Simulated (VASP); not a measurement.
# AsHF (Pmmm) in VASP: relaxation of cell and atoms with PBE

Aim: the relaxation of cell and atoms of AsHF with PBE.

Program: VASP 6.6.1. These are calculated values, not measurements. Logs are shortened: lines on timing, memory, paths and dates and some standing lists are left out, and cuts for length are marked.

### 1 The cell of the first run

The structure is orthorhombic, space group Pmmm (No. 47). The conventional cell has a = 2.285 Å, b = 4.309 Å, c = 4.884 Å, α = 90.00°, β = 90.00°, γ = 90.00°. Within 3.0 Å of H (site symmetry mmm) lie 2 H at 2.29 Å and 2 F at 2.44 Å. As (site symmetry mmm) has 2 F at 2.15 Å and 2 As at 2.29 Å within 2.9 Å. F (site symmetry mmm) has 2 As at 2.15 Å and 2 F at 2.29 Å and 2 H at 2.44 Å within 2.9 Å.

The cell was generated, and may not be a known phase.

### 2 Relaxation of cell and atoms, PBE

Input file INCAR:

```
ALGO = Normal
EDIFF = 1E-7
EDIFFG = -0.04
ENCUT = 700
GGA = PE
GGA_COMPAT = False
IBRION = 2
ISIF = 3
ISMEAR = 0
LASPH = True
LCHARG = False
LREAL = False
LWAVE = False
NELM = 120
NELMIN = 4
NSW = 90
PREC = Accurate
SIGMA = 0.1
```

Input file KPOINTS:

```
k-points
0
Gamma
  8 4 4
```

Input file POSCAR:

```
AsHF
1.0
    2.2851212300      0.0000000000      0.0000000000
    0.0000000000      4.3085233500      0.0000000000
    0.0000000000      0.0000000000      4.8840615000
H As F
1 1 1
Direct
    0.0000000000      0.0000000000      0.0000000000
    0.0000000000      0.5000000000      0.5000000000
    0.0000000000      0.0000000000      0.5000000000
```

Potentials or basis: VASP PAW PBE potentials, release 64 (H, As_d, F).

The run is started by

```console
$ cat potpaw_PBE.64/H/POTCAR potpaw_PBE.64/As_d/POTCAR potpaw_PBE.64/F/POTCAR > POTCAR
$ mpirun -np 1 vasp_std > vasp.out
```

OUTCAR:

```text
EDIFF = 1E-7
   EDIFFG = -0.04
   ENCUT = 700
   GGA = PE
   IBRION = 2
   ISIF = 3
   ISMEAR = 0
   LASPH = True
   LREAL = False
   NELM = 120
   NELMIN = 4
   NSW = 90
   PREC = Accurate

 ion  position               nearest neighbor table
   1  0.000  0.000  0.000-
   2  0.000  0.500  0.500-   3 2.15   3 2.15
   3  0.000  0.000  0.500-   2 2.15   2 2.15

  LATTYP: Found a simple orthorhombic cell.
 ALAT       =     2.2851212300
 B/A-ratio  =     1.8854681727
 C/A-ratio  =     2.1373314623

  Lattice vectors:

 A1 = (   2.2851212300,   0.0000000000,   0.0000000000)
 A2 = (   0.0000000000,   4.3085233500,   0.0000000000)
 A3 = (   0.0000000000,   0.0000000000,   4.8840615000)

Analysis of symmetry for initial positions (statically):
=====================================================================
 Subroutine PRICEL returns:
 Original cell was already a primitive cell.

 Routine SETGRP: Setting up the symmetry group for a
 simple orthorhombic supercell.

 Subroutine GETGRP returns: Found  8 space group operations
 (whereof  8 operations were pure point group operations)
 out of a pool of  8 trial point group operations.

The static configuration has the point symmetry D_2h.

Analysis of symmetry for dynamics (positions and initial velocities):
=====================================================================
 Subroutine PRICEL returns:
 Original cell was already a primitive cell.

 Routine SETGRP: Setting up the symmetry group for a
 simple orthorhombic supercell.

 Subroutine GETGRP returns: Found  8 space group operations
 (whereof  8 operations were pure point group operations)
 out of a pool of  8 trial point group operations.

The dynamic configuration has the point symmetry D_2h.

 Subroutine INISYM returns: Found  8 space group operations
 (whereof  8 operations are pure point group operations),
 and found     1 'primitive' translations

----------------------------------------------------------------------------------------

                                     Primitive cell

  volume of cell :      48.0860

  direct lattice vectors                    reciprocal lattice vectors
     2.285121230  0.000000000  0.000000000     0.437613544  0.000000000  0.000000000
     0.000000000  4.308523350  0.000000000     0.000000000  0.232098081  0.000000000
     0.000000000  0.000000000  4.884061500     0.000000000  0.000000000  0.204747627

  length of vectors
     2.285121230  4.308523350  4.884061500     0.437613544  0.232098081  0.204747627

  position of ions in fractional coordinates (direct lattice)
     0.000000000  0.000000000  0.000000000
     0.000000000  0.500000000  0.500000000
     0.000000000  0.000000000  0.500000000

  ion indices of the primitive-cell ions
   primitive index   ion index
                 1           1
                 2           2
                 3           3

----------------------------------------------------------------------------------------

 KPOINTS: k-points

Automatic generation of k-mesh.
 Grid dimensions read from file:
 generate k-points for:    8    4    4

 Generating k-lattice:

  Cartesian coordinates                     Fractional coordinates (reciprocal lattice)
     0.054701693  0.000000000  0.000000000     0.125000000  0.000000000  0.000000000
     0.000000000  0.058024520  0.000000000     0.000000000  0.250000000  0.000000000
     0.000000000  0.000000000  0.051186907     0.000000000  0.000000000  0.250000000

  Length of vectors
     0.054701693  0.058024520  0.051186907

  Shift w.r.t. Gamma in fractional coordinates (k-lattice)
     0.000000000  0.000000000  0.000000000

 Subroutine IBZKPT returns following result:
 ===========================================

 Found     45 irreducible k-points:

 Following reciprocal coordinates:
            Coordinates               Weight
  0.000000  0.000000  0.000000      1.000000
  0.125000  0.000000  0.000000      2.000000
  0.250000  0.000000  0.000000      2.000000
  0.375000  0.000000  0.000000      2.000000
  0.500000  0.000000  0.000000      1.000000
  0.000000  0.250000  0.000000      2.000000
[... 16 lines left out ...]
  0.250000  0.250000  0.250000      8.000000
  0.375000  0.250000  0.250000      8.000000
 [... further k-points ...]
   k-points           NKPTS =     45   k-points in BZ     NKDIM =     45   number of bands    NBANDS=     15
   number of dos      NEDOS =    301   number of ions     NIONS =      3
   total plane-waves  NPLWV =  33600
   dimension x,y,z NGX =    20 NGY =   40 NGZ =   42
   dimension x,y,z NGXF=    40 NGYF=   80 NGZF=   84
   ions per type =               1   1   1
   NGX,Y,Z   is equivalent  to a cutoff of  14.55, 15.43, 14.30 a.u.
   NGXF,Y,Z  is equivalent  to a cutoff of  29.10, 30.87, 28.59 a.u.
 SYSTEM =  unknown system
   PREC   = accura    normal or accurate (medium, high low for compatibility)
   ISTART =      0    job   : 0-new  1-cont  2-samecut
   ICHARG =      2    charge: 1-file 2-atom 10-const
   ISPIN  =      1    spin polarized calculation?
   LNONCOLLINEAR =      F non collinear calculations
   LSORBIT =      F    spin-orbit coupling
   LASPH  =      T    aspherical Exc in radial PAW
   ENCUT  =  700.0 eV  51.45 Ry    7.17 a.u.   4.93  9.29 10.54*2*pi/ulx,y,z
   NELM   =    120;   NELMIN=  4; NELMDL= -5     # of ELM steps
   EDIFF  = 0.1E-06   stopping-criterion for ELM
   LREAL  =      F    real-space projection
   EDIFFG = -.4E-01   stopping-criterion for IOM
   NSW    =     90    number of steps for IOM
   IBRION =      2    ionic relax: 0-MD 1-quasi-New 2-CG
   NFREE  =      1    steps in history (QN), initial steepest desc. (CG)
   ISIF   =      3    stress and relaxation
   ISYM   =      2    0-nonsym 1-usesym 2-fastsym
   POTIM  = 0.5000    time-step for ionic-motion
   TEBEG  =    0.0;   TEEND  =   0.0 temperature during run
   PSTRESS=    0.0 pullay stress
   NELECT =      23.0000    total number of electrons
   NUPDOWN=      -1.0000    fix difference up-down
   EMIN   =  10.00;   EMAX   =-10.00  energy-range for DOS
   EFERMI =   0.00;   METHOD = LEGACY
   ISMEAR =     0;   SIGMA  =   0.10  broadening in eV -4-tet -1-fermi 0-gaus
   EFERMI_NEDOS =   21; number of points for ismear=-14 and -15
   IALGO  =     38    algorithm
   IMIX   =      4    mixing-type and parameters
     AMIX     =   0.40;   BMIX     =  1.00
     AMIX_MAG =   1.60;   BMIX_MAG =  1.00
  volume/ion in A,a.u.               =      16.03       108.17
  Fermi-wavevector in a.u.,A,eV,Ry     =   1.280298  2.419413 22.302177  1.639164
  Thomas-Fermi vector in A             =   2.412734
   LORBIT       =      0    0 simple, 1 ext, 2 COOP (PROOUT), +10 PAW based schemes
   GGA     = PE    functional components
   LHFCALC =     F    Hartree Fock is set to
   AEXX    =    0.0000 exact exchange contribution
   IVDW    =     0    specifies the selected vdW correction
   LEPSILON=     F    determine dielectric tensor
   LRPA    =     F    only Hartree local field effects (RPA)
 conjugate gradient relaxation of ions
 non-spin polarized calculation
 Gauss-broadening in eV      SIGMA  =   0.10
  energy-cutoff  :      700.00
  volume of cell :       48.09
 maximum number of plane-waves:      2052
 NGX is ok and might be reduce to    20
   NGX =  9   NGY = 19   NGZ = 21

--------------------------------------- Ionic step        1  -------------------------------------------

 number of electron      23.0000012 magnetization

 Free energy of the ion-electron system (eV)
  ---------------------------------------------------
  ext. energy  EPLUGINS =         0.00000000
  ---------------------------------------------------
  free energy    TOTEN  =        -8.70678805 eV

  energy without entropy =       -8.70323579  energy(sigma->0) =       -8.70501192

------------------------ aborting loop because EDIFF is reached ----------------------------------------

  FORCE on cell =-STRESS in cart. coord.  units (eV):
  Direction    XX          YY          ZZ          XY          YZ          ZX
  --------------------------------------------------------------------------------------
  -------------------------------------------------------------------------------------
  Total        7.0481263     -3.0946672      0.0613946      0.0000000      0.0000000      0.0000000
  in kB      234.8364141   -103.1111711      2.0456071      0.0000000      0.0000000      0.0000000
  external PRESSURE =      44.5902834 kB  Pullay stress =       0.0000000 kB
[... 92 lines left out ...]
  FREE ENERGIE OF THE ION-ELECTRON SYSTEM (eV)
  ---------------------------------------------------
  free  energy   TOTEN  =        -9.0818891706 eV

  energy  without entropy=       -9.0758185415  energy(sigma->0) =       -9.07885386

[... ionic steps 4 to 9 ...]

--------------------------------------- Ionic step       10  -------------------------------------------

 number of electron      23.0000005 magnetization

------------------------ aborting loop because EDIFF is reached ----------------------------------------

  FORCE on cell =-STRESS in cart. coord.  units (eV):
  Direction    XX          YY          ZZ          XY          YZ          ZX
  --------------------------------------------------------------------------------------
  -------------------------------------------------------------------------------------
  Total        0.0892359     -0.0372170      0.1390894      0.0000000      0.0000000      0.0000000
  in kB        2.8599138     -1.1927637      4.4576610      0.0000000      0.0000000      0.0000000
  external PRESSURE =       2.0416037 kB  Pullay stress =       0.0000000 kB
[... 59 lines left out ...]
  energy  without entropy=       -9.0858607327  energy(sigma->0) =       -9.08852259

--------------------------------------- Ionic step       12  -------------------------------------------

 number of electron      22.9999996 magnetization

 Free energy of the ion-electron system (eV)
  ---------------------------------------------------
  ext. energy  EPLUGINS =         0.00000000
  ---------------------------------------------------
  free energy    TOTEN  =        -9.09228140 eV

  energy without entropy =       -9.08687131  energy(sigma->0) =       -9.08957635

 E-fermi :  -0.1671     XC(G=0):  -8.5132

 val. band max:       -0.1902413942   @ k =   0.3750   0.2500   0.5000
 cond. band min:      -0.1638735617   @ k =   0.3750   0.0000   0.2500
 fundamental gap:      0.0263678325
 Fermi energy:        -0.1671202608

 k-point     1 :       0.0000    0.0000    0.0000
  band No.  band energies     occupation
      1     -36.9826      2.00000
      2     -36.8499      2.00000
      3     -36.8357      2.00000
      4     -36.7430      2.00000
      5     -36.6488      2.00000
      6     -24.4924      2.00000
      7     -11.9723      2.00000
      8      -8.8548      2.00000
      9      -5.9022      2.00000
     10      -3.7055      2.00000
     11      -2.1859      2.00000
     12      -1.0834      2.00000
     13       4.1347      0.00000
     14       7.3311      0.00000
     15       8.8808      0.00000
[... 397 lines left out ...]
 k-point    24 :       0.3750    0.2500    0.2500
  band No.  band energies     occupation
      1     -36.9119      2.00000
      2     -36.9031      2.00000
      3     -36.8306      2.00000
      4     -36.7017      2.00000
      5     -36.6408      2.00000
      6     -24.0062      2.00000
      7     -10.5589      2.00000
      8      -6.6871      2.00000
      9      -5.1972      2.00000
     10      -5.0682      2.00000
     11      -2.2467      2.00000
     12      -0.0239      0.04289
     13       1.1713      0.00000
     14       4.7791      0.00000
     15       7.5715      0.00000

 [... further k-points ...]

------------------------ aborting loop because EDIFF is reached ----------------------------------------

  FORCE on cell =-STRESS in cart. coord.  units (eV):
  Direction    XX          YY          ZZ          XY          YZ          ZX
  --------------------------------------------------------------------------------------
  -------------------------------------------------------------------------------------
  Total        0.0613110      0.0362369      0.0799889      0.0000000      0.0000000      0.0000000
  in kB        1.9387863      1.1458902      2.5294216      0.0000000      0.0000000      0.0000000
  external PRESSURE =       1.8713660 kB  Pullay stress =       0.0000000 kB
[... 18 lines left out ...]
  FREE ENERGIE OF THE ION-ELECTRON SYSTEM (eV)
  ---------------------------------------------------
  free  energy   TOTEN  =        -9.0922814016 eV

  energy  without entropy=       -9.0868713055  energy(sigma->0) =       -9.08957635

 reached required accuracy - stopping structural energy minimisation
```

It took 2.2 min on 1 thread of Intel Xeon 6975P-C (Granite Rapids), shared host; peak memory 0.22 GiB.

What came out:

```yaml
Free_energy: -9.0923 eV
Relaxed_volume: 16.89 Å³/atom
Relaxed_cell: a = 2.504 Å, b = 4.055 Å, c = 4.989 Å, α = 90.00°, β = 90.00°, γ = 90.00°
Space_group_after_relaxing_to_0.1_Å: Pmmm (No. 47)
Energy_gained_by_relaxing: 128.5 meV/atom
Ionic_steps: 12
Pressure_after_relaxing: 0.2 GPa
Band_gap_on_the_k_mesh: zero (an odd number of electrons rules out a gap without spin polarisation)
```

Step by step:
```tsv
step	energy change (eV)	largest force (eV/Å)	pressure (GPa)	volume (Å³)
1	0.0000	0.0000	4.46	48.09
2	-0.3744	0.0000	-1.51	50.92
3	-0.3751	0.0000	-1.38	50.72
4	-0.3752	0.0000	-1.41	50.77
5	-0.3822	0.0000	0.46	49.77
6	-0.3829	0.0000	0.07	49.99
7	-0.3829	0.0000	0.00	50.01
8	-0.3837	0.0000	0.10	50.00
9	-0.3839	0.0000	0.25	49.99
10	-0.3839	0.0000	0.20	49.99
11	-0.3844	0.0000	0.20	50.16
12	-0.3855	0.0000	0.19	50.67
```

Final structure:
```
CELL_PARAMETERS angstrom
2.50443 0.00000 0.00000
0.00000 4.05513 0.00000
0.00000 0.00000 4.98889
ATOMIC_POSITIONS crystal
H 0.00000 0.00000 0.00000
As 0.00000 0.50000 0.50000
F 0.00000 0.00000 0.50000
```

Levels at points of the mesh, in eV from the Fermi level:
```csv
k point,band 7,band 8,band 9,band 10,band 11,band 12,band 13,band 14,band 15
"(0.00, 0.00, 0.00)",-11.81,-8.69,-5.74,-3.54,-2.02,-0.92,4.30,7.50,9.05
"(0.50, 0.00, 0.00)",-7.70,-7.32,-7.11,-4.81,-3.39,0.86,2.29,7.20,7.45
"(0.00, 0.50, 0.00)",-13.64,-5.21,-4.30,-3.47,-2.06,-1.95,0.86,4.63,8.64
"(0.50, 0.50, 0.00)",-10.24,-6.17,-5.20,-4.59,-2.29,0.82,1.66,4.07,8.05
"(0.00, 0.00, 0.50)",-11.76,-8.68,-6.18,-3.54,-2.07,0.09,4.46,7.54,7.89
"(0.50, 0.00, 0.50)",-7.70,-7.30,-7.07,-4.95,-3.37,0.59,2.92,5.28,7.55
"(0.00, 0.50, 0.50)",-13.62,-5.50,-4.27,-3.47,-2.53,-1.06,0.15,8.06,8.63
"(0.50, 0.50, 0.50)",-10.23,-6.16,-5.17,-4.70,-2.26,1.26,1.28,3.74,6.76
```

Caveat: the k points lie up to 0.39 Å⁻¹ apart in the final cell, too coarse for converged energies and pressures of a metal; an odd number of electrons without spin polarisation forces a metal; a magnetic or distorted state may lie lower.

The gap in the log of VASP goes by the Fermi energy; the results here count the filled bands.